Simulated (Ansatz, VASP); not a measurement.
# Two plane-wave programs on Na3S2

The input INCAR:

```
SYSTEM = Na3S2
PREC = Accurate
ENCUT = 600
EDIFF = 1E-6
ISMEAR = 0
SIGMA = 0.1
LREAL = .False.
LASPH = .True.
NELM = 100
ALGO = Normal
ISIF = 3
LWAVE = .False.
LCHARG = .False.
GGA = PE
IBRION = 2
NSW = 100
EDIFFG = -0.01
```

The input KPOINTS:

```
regular mesh
0
Gamma
  12 12 6
  0 0 0
```

Contents of POSCAR:

```
Na3S2
1.0
    4.6985047872      0.0000000000      0.0000000000
   -2.3492523936      4.0690245056      0.0000000000
    0.0000000000      0.0000000000      6.0673258487
Na S
3 2
Direct
    0.0000000000      0.0000000000      0.0000000000
    0.3333333333      0.6666666667      0.6887198199
    0.6666666667      0.3333333333      0.3112801801
    0.3333333333      0.6666666667      0.2185900656
    0.6666666667      0.3333333333      0.7814099344
```

Input for Ansatz:

```yaml
crystal:
  lattice:
    - [4.6985047872, 0.0, 0.0]
    - [-2.3492523936, 4.0690245056, 0.0]
    - [0.0, 0.0, 6.0673258487]
  atoms:
    - { symbol: Na, position: [0.0, 0.0, 0.0] }
    - { symbol: Na, position: [0.3333333333, 0.6666666667, 0.6887198199] }
    - { symbol: Na, position: [0.6666666667, 0.3333333333, 0.3112801801] }
    - { symbol: S, position: [0.3333333333, 0.6666666667, 0.2185900656] }
    - { symbol: S, position: [0.6666666667, 0.3333333333, 0.7814099344] }
basis:
  ecutwfc: 420
kpoints:
  mp_grid: { grid: [12, 12, 6] }
hamiltonian:
  xc: pbe
scf:
  occupations: { method: gaussian, width: 0.1 }
output:
  forces: true
  stress: true
  eigenvalues: true
relax:
  adjacent_minimum: "off"
  f_tol: 0.01
  max_steps: 80
  cell: { stress_tol: 0.05 }
```

Alike in both runs: task relaxation of cell and atoms; functional PBE; k mesh 12 × 12 × 6; occupations gaussian, width 0.1 eV; no spin polarisation.

|  | VASP | Ansatz |
| --- | --- | --- |
| version | VASP 6.6.1 | Ansatz 0.2.0 |
| potentials or method | VASP PAW PBE potentials, release 64 (Na_pv, S), cutoff 600 eV | scalar-relativistic, plane waves, PAW |
| valence electrons in the cell | 33 | 39 |

|  | VASP | Ansatz | Ansatz less VASP |
| --- | --- | --- | --- |
| gap on the k mesh at the Fermi level, each at its own relaxed structure (eV) | none | none | - |
| relaxed volume (Å³/atom) | 23.29 | 23.26 | -0.034 |
| relaxed cell length with the largest relative difference (Å) | 6.057 | 6.039 | -0.0178 |

A gap of «none» marks a metal or a gap that the smearing closes. VASP's potentials hold 33 valence electrons a cell and Ansatz's 39, so a difference there can come from the potentials and not from the codes.
